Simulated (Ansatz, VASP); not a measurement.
Cu2W in VASP and in Ansatz

```
Cu W
1.0
     0.00000    2.89589    2.89589
     2.89589    0.00000    2.89589
     2.89589    2.89589    0.00000
Cu W
2 1
Cartesian
  1.4479 1.4479 1.4479
  4.3438 4.3438 4.3438
  0.0000 0.0000 0.0000
```

Change from the starting cell: species swapped into the LuH2 type (Fm-3m, No. 225).

Alike in both runs: functional PBE; k mesh 14 × 14 × 14; occupations gaussian, width 0.1 eV; no spin polarisation.

Ansatz relaxed the structure, and its values are those at the end. VASP's run is a single point on that final structure, the one shown.

```csv
,VASP,Ansatz
version,VASP 6.6.1,Ansatz 0.2.0
potentials or method,"VASP PAW PBE potentials, release 64 (Cu_sv_GW, W_sv), cutoff 700 eV","scalar-relativistic, plane waves, PAW"
valence electrons in the cell,52,52
```

```tsv
	VASP	Ansatz	Ansatz less VASP
gap on the k mesh at the Fermi level (eV)	none	none	-
pressure (GPa)	-2.3	0.0	+2.28
```

A gap of «none» marks a metal or a gap that the smearing closes. The functional is the same, so the differences come from potentials, cutoffs and numerics.

Spin-orbit coupling is off throughout.
